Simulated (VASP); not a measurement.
# Pt (P6/mmm) in VASP: further runs

Pt is run at these levels: PBE, PBE+U; tasks: single point.

Program: VASP 6.6.1. These are calculated values, not measurements. Logs are shortened: lines on timing, memory, paths and dates and some standing lists are left out, and cuts for length are marked.

### Step 1. The cell of the first run

Symmetry: P6/mmm, No. 191, hexagonal system. The conventional cell has a = 4.120 Å, b = 4.120 Å, c = 2.454 Å, α = 90.00°, β = 90.00°, γ = 120.00°. Within 3.2 Å of Pt (site symmetry 6/mmm) lie 14 Pt at 2.45 to 2.68 Å. Within 3.1 Å of Pt (site symmetry -6m2) lie 11 Pt at 2.38 to 2.68 Å.

### Step 2. Single point, PBE (volume scaled by 0.75)

The input, INCAR:

```
SYSTEM = Pt
ALGO     = Normal         ! electronic algorithm
EDIFF    = 1E-6           ! SCF threshold, eV
ENCUT    = 520            ! plane-wave cutoff, eV
GGA      = PE             ! functional
ISIF     = 2              ! what is computed and relaxed
ISMEAR   = -1             ! smearing method
LASPH    = .True.         ! aspherical terms in the spheres
LCHARG   = .False.        ! write CHGCAR
LREAL    = .False.        ! projectors in reciprocal space
LWAVE    = .False.        ! write WAVECAR
NBANDS   = 22             ! bands
NELM     = 60             ! most SCF steps
PREC     = Accurate       ! precision mode
SIGMA    = 0.08           ! smearing width, eV
```

The input, KPOINTS:

```
k-points
0
Gamma
  9 9 12
  0 0 0
```

The input, POSCAR:

```
Pt
1.0
    4.1195102641      0.0000000000      0.0000000000
   -2.0597551321      3.5676005399      0.0000000000
    0.0000000000      0.0000000000      2.4536172134
Pt
3
Direct
    0.0000000000      0.0000000000      0.0000000000
    0.3333333333      0.6666666667      0.5000000000
    0.6666666667      0.3333333333      0.5000000000
```

Potentials or basis: VASP PAW PBE potentials, release 64 (Pt).

The run is started by

```bash
$ cat potpaw_PBE.64/Pt/POTCAR > POTCAR
$ mpirun -np 1 vasp_std > vasp.out
```

OUTCAR:

```text
SYSTEM = Pt
   EDIFF = 1E-6
   ENCUT = 520
   GGA = PE
   ISIF = 2
   ISMEAR = -1
   LASPH = .True.
   LREAL = .False.
   NELM = 60
   PREC = Accurate

 ion  position               nearest neighbor table
   1  0.000  0.000  0.000-   2 2.68   3 2.68   2 2.68   3 2.68   3 2.68   3 2.68   2 2.68   2 2.68
                             3 2.68   3 2.68   2 2.68   2 2.68
   2  0.333  0.667  0.500-   3 2.38   3 2.38   3 2.38   1 2.68   1 2.68   1 2.68   1 2.68   1 2.68
                             1 2.68   3 3.42   3 3.42   3 3.42   3 3.42   3 3.42   3 3.42
   3  0.667  0.333  0.500-   2 2.38   2 2.38   2 2.38   1 2.68   1 2.68   1 2.68   1 2.68   1 2.68
                             1 2.68   2 3.42   2 3.42   2 3.42   2 3.42   2 3.42   2 3.42

  LATTYP: Found a hexagonal cell.
 ALAT       =     4.1195102641
 C/A-ratio  =     0.5956089574

  Lattice vectors:

 A1 = (   4.1195102641,   0.0000000000,   0.0000000000)
 A2 = (  -2.0597551321,   3.5676005399,   0.0000000000)
 A3 = (   0.0000000000,   0.0000000000,   2.4536172134)

Analysis of symmetry for initial positions (statically):
=====================================================================
 Subroutine PRICEL returns:
 Original cell was already a primitive cell.

 Routine SETGRP: Setting up the symmetry group for a
 hexagonal supercell.

 Subroutine GETGRP returns: Found 24 space group operations
 (whereof 24 operations were pure point group operations)
 out of a pool of 24 trial point group operations.

The static configuration has the point symmetry D_6h.

Analysis of symmetry for dynamics (positions and initial velocities):
=====================================================================
 Subroutine PRICEL returns:
 Original cell was already a primitive cell.

 Routine SETGRP: Setting up the symmetry group for a
 hexagonal supercell.

 Subroutine GETGRP returns: Found 24 space group operations
 (whereof 24 operations were pure point group operations)
 out of a pool of 24 trial point group operations.

The dynamic configuration has the point symmetry D_6h.

 Subroutine INISYM returns: Found 24 space group operations
 (whereof 24 operations are pure point group operations),
 and found     1 'primitive' translations

----------------------------------------------------------------------------------------

                                     Primitive cell

  volume of cell :      36.0602

[... 82 lines left out ...]
   ISTART =      0    job   : 0-new  1-cont  2-samecut
   ICHARG =      2    charge: 1-file 2-atom 10-const
   ISPIN  =      1    spin polarized calculation?
   LNONCOLLINEAR =      F non collinear calculations
   LSORBIT =      F    spin-orbit coupling
   LASPH  =      T    aspherical Exc in radial PAW
   ENCUT  =  520.0 eV  38.22 Ry    6.18 a.u.   7.66  7.66  4.56*2*pi/ulx,y,z
   NELM   =     60;   NELMIN=  2; NELMDL= -5     # of ELM steps
   EDIFF  = 0.1E-05   stopping-criterion for ELM
   LREAL  =      F    real-space projection
   EDIFFG = 0.1E-04   stopping-criterion for IOM
   NSW    =      0    number of steps for IOM
   IBRION =     -1    ionic relax: 0-MD 1-quasi-New 2-CG
   NFREE  =      0    steps in history (QN), initial steepest desc. (CG)
   ISIF   =      2    stress and relaxation
   ISYM   =      2    0-nonsym 1-usesym 2-fastsym
   POTIM  = 0.5000    time-step for ionic-motion
   TEBEG  =    0.0;   TEEND  =   0.0 temperature during run
   PSTRESS=    0.0 pullay stress
   NELECT =      30.0000    total number of electrons
   NUPDOWN=      -1.0000    fix difference up-down
   EMIN   =  10.00;   EMAX   =-10.00  energy-range for DOS
   EFERMI =   0.00;   METHOD = LEGACY
   ISMEAR =    -1;   SIGMA  =   0.08  broadening in eV -4-tet -1-fermi 0-gaus
   EFERMI_NEDOS =   21; number of points for ismear=-14 and -15
   IALGO  =     38    algorithm
   IMIX   =      4    mixing-type and parameters
     AMIX     =   0.40;   BMIX     =  1.00
     AMIX_MAG =   1.60;   BMIX_MAG =  1.00
  volume/ion in A,a.u.               =      12.02        81.12
  Fermi-wavevector in a.u.,A,eV,Ry     =   1.539710  2.909631 32.255442  2.370708
  Thomas-Fermi vector in A             =   2.645900
   LORBIT       =      0    0 simple, 1 ext, 2 COOP (PROOUT), +10 PAW based schemes
   GGA     = PE    functional components
   LHFCALC =     F    Hartree Fock is set to
   AEXX    =    0.0000 exact exchange contribution
   IVDW    =     0    specifies the selected vdW correction
   LEPSILON=     F    determine dielectric tensor
   LRPA    =     F    only Hartree local field effects (RPA)
 non-spin polarized calculation
  energy-cutoff  :      520.00
  volume of cell :       36.06
 maximum number of plane-waves:       993
 NGX is ok and might be reduce to    32
   NGX = 15   NGY = 15   NGZ =  9

 number of electron      29.9999997 magnetization

 Free energy of the ion-electron system (eV)
  ---------------------------------------------------
  ext. energy  EPLUGINS =         0.00000000
  ---------------------------------------------------
  free energy    TOTEN  =       -13.93431638 eV

  energy without entropy =      -13.85410449  energy(sigma->0) =      -13.89421044

 E-fermi :  16.1132     XC(G=0): -14.8688

 val. band max:       16.1085143992   @ k =   0.3333   0.1111   0.3333
 cond. band min:      16.1132951632   @ k =   0.3333   0.2222   0.2500
 fundamental gap:      0.0047807640
 Fermi energy:        16.1131830460

 k-point     1 :       0.0000    0.0000    0.0000
  band No.  band energies     occupation
      1       3.2095      2.00000
      2       6.5841      2.00000
      3       9.0482      2.00000
      4       9.9187      2.00000
      5       9.9187      2.00000
      6       9.9575      2.00000
[... 589 lines left out ...]
     21      29.8591      0.00000
     22      31.9257      0.00000

 [... further k-points ...]
[... 5 lines left out ...]
  --------------------------------------------------------------------------------------
  -------------------------------------------------------------------------------------
  Total       32.3934191     32.3934191     32.5003743     -0.0000000     -0.0000000     -0.0000000
  in kB     1439.2583335   1439.2583335   1444.0104117     -0.0000000     -0.0000000     -0.0000000
  external PRESSURE =    1440.8423596 kB  Pullay stress =       0.0000000 kB

 VOLUME and BASIS-vectors are now :
 -----------------------------------------------------------------------------
  energy-cutoff  :      520.00
  volume of cell :       36.06
      direct lattice vectors                 reciprocal lattice vectors
     4.119510264  0.000000000  0.000000000     0.242747301  0.140150220  0.000000000
    -2.059755132  3.567600540  0.000000000     0.000000000  0.280300440  0.000000000
     0.000000000  0.000000000  2.453617213     0.000000000  0.000000000  0.407561536

 POSITION                                       TOTAL-FORCE (eV/Angst)
 -----------------------------------------------------------------------------------
      0.00000      0.00000      0.00000        -0.000000      0.000000      0.000000
     -0.00000      2.37840      1.22681         0.000000      0.000000     -0.000000
      2.05976      1.18920      1.22681         0.000000      0.000000      0.000000
 -----------------------------------------------------------------------------------
    total drift:                               -0.000000      0.000000      0.000000

  FREE ENERGIE OF THE ION-ELECTRON SYSTEM (eV)
  ---------------------------------------------------
  free  energy   TOTEN  =       -13.9343163796 eV

  energy  without entropy=      -13.8541044933  energy(sigma->0) =      -13.89421044
```

stdout:

```text
POSCAR found type information on POSCAR Pt
 POSCAR found :  1 types and       3 ions
 scaLAPACK will be used
 LDA part: xc-table for (Slater+PW92), standard interpolation
 POSCAR, INCAR and KPOINTS ok, starting setup
 FFT: planning ... GRIDC
 FFT: planning ... GRID_SOFT
 FFT: planning ... GRID
 WAVECAR not read
 entering main loop
```

Wall time 18 s (1 thread of Intel Xeon 6975P-C (Granite Rapids), shared host); peak memory 0.18 GiB.

What came out:

```
Free energy            : -13.9343 eV
Pressure               : 144.1 GPa
Band gap on the k mesh : zero (band 15 reaches 18.02 eV, above the bottom of band 16 at 15.75 eV)
```

Caveat: the cell differs from its parent crystal (volume scaled by 0.75); spin-orbit coupling is left out, which moves the levels of the heavy elements.

### Step 3. Single point, PBE+U

This run uses another cell than the first one, of 7.21 Å³/atom, 0.600 times its volume.

The input, INCAR:

```
SYSTEM = Pt
  PREC = Accurate
  ENCUT = 520
  EDIFF = 1E-6
  ISMEAR = -5
  SIGMA = 0.1
  LREAL = .False.
  LASPH = .True.
  NELM = 150
  ALGO = Normal
  ISIF = 2
  LWAVE = .False.
  LCHARG = .True.
  LMAXMIX = 4
  LDAU = .True.
  LDAUTYPE = 2
  LDAUL = 2
  LDAUU = 1
  LDAUJ = 0
  LDAUPRINT = 1
  GGA = PE
  LELF = .True.
  LVHAR = .True.
  NBANDS = 22
```

The input, KPOINTS:

```
regular mesh
0
Gamma
  9 9 12
  0 0 0
```

The input, POSCAR:

```
Pt
1.0
    3.4806683669      0.0000000000      0.0000000000
   -1.7403341834      3.0143472279      0.0000000000
    0.0000000000      0.0000000000      2.0621675385
Pt
3
Direct
    0.0000000000      0.0000000000      0.0000000000
    0.3333333333      0.6666666667      0.5000000000
    0.6666666667      0.3333333333      0.5000000000
```

Potentials or basis: VASP PAW PBE potentials, release 64 (Pt).

The run is started by

```bash
$ cat potpaw_PBE.64/Pt/POTCAR > POTCAR
$ mpirun -np 1 vasp_std > vasp.out
```

It took 17 s on 1 thread of Intel Xeon 6975P-C (Granite Rapids), shared host; peak memory 0.16 GiB.

The run converged, but its numbers aren't listed here, since they failed a check.

Caveat: spin-orbit coupling is left out, which moves the levels of the heavy elements; U without spin polarisation on a metal has little footing; the U is typed as a test and isn't derived for this compound; tetrahedron occupations give inexact forces and stress in metals.

### Step 4. Single point, PBE

This run uses another cell than the first one, of 16.03 Å³/atom, 1.333 times its volume.

The input, INCAR:

```
SYSTEM = Pt
PREC = Accurate ; ENCUT = 520
EDIFF = 1E-6 ; ISMEAR = -1
SIGMA = 0.08 ; LREAL = .False.
LASPH = .True. ; NELM = 100
ALGO = Normal ; ISIF = 2
LWAVE = .False. ; LCHARG = .False.
GGA = PE ; NBANDS = 22
```

KPOINTS is that of step 3.

The input, POSCAR:

```
Pt
1.0
    4.5334300498      0.0000000000      0.0000000000
   -2.2667150249      3.9260655894      0.0000000000
    0.0000000000      0.0000000000      2.7013626256
Pt
3
Direct
    0.0000000000      0.0000000000      0.0000000000
    0.3333333333      0.6666666667      0.5000000000
    0.6666666667      0.3333333333      0.5000000000
```

The run is started by

```bash
$ cat potpaw_PBE.64/Pt/POTCAR > POTCAR
$ mpirun -np 1 vasp_std > vasp.out
```

Wall time 25 s (1 thread of Intel Xeon 6975P-C (Granite Rapids), shared host); peak memory 0.21 GiB.

It converged, with:

```
Free energy            : -17.9326 eV
Pressure               : -0.5 GPa
Band gap on the k mesh : zero (band 15 reaches 11.19 eV, above the bottom of band 16 at 9.81 eV)
```

Levels at points of the mesh, in eV from the Fermi level:
| k point | band 12 | band 13 | band 14 | band 15 | band 16 | band 17 | band 18 | band 19 |
| --- | --- | --- | --- | --- | --- | --- | --- | --- |
| (0.00, 0.00, 0.00) | -1.89 | -1.76 | -1.76 | 0.32 | 0.32 | 4.90 | 5.85 | 7.22 |
| (0.00, 0.00, 0.50) | -0.51 | -0.15 | -0.15 | 1.12 | 2.30 | 2.70 | 7.83 | 8.46 |

Caveat: spin-orbit coupling is left out, which moves the levels of the heavy elements.
